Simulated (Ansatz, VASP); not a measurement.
One calculation of P, two programs

```
CELL_PARAMETERS angstrom
1.65542 -5.08416 0.00000
1.65542 5.08416 0.00000
0.00000 0.00000 4.12593
ATOMIC_POSITIONS crystal
P 0.89357 0.10643 0.07100
P 0.60643 0.39357 0.57100
P 0.10643 0.89357 0.92900
P 0.39357 0.60643 0.42900
```

Alike in both runs: functional LDA; k mesh 12 × 12 × 10; occupations gaussian, width 0.05 eV; no spin polarisation.

Ansatz relaxed the structure, and its values are those at the end. VASP's run is a single point on that final structure, the one shown.

|  | VASP | Ansatz |
| --- | --- | --- |
| version | VASP 6.6.1 | Ansatz 0.2.0 |
| potentials or method | VASP PAW LDA potentials, release 64 (P) | scalar-relativistic, plane waves, PAW |
| plane-wave cutoff (eV) | 520 | 420 |
| valence electrons in the cell | 20 | 20 |

```tsv
	VASP	Ansatz	Ansatz less VASP
gap on the k mesh at the Fermi level (eV)	none	none	-
pressure (GPa)	-0.3	0.0	+0.29
rms of the force components (eV/Å)	0.029	0.000	-0.0285
```

LDA's correlation is that of Perdew and Zunger in VASP and of Perdew and Wang (1992) in Ansatz. A gap of «none» marks a metal or a gap that the smearing closes.
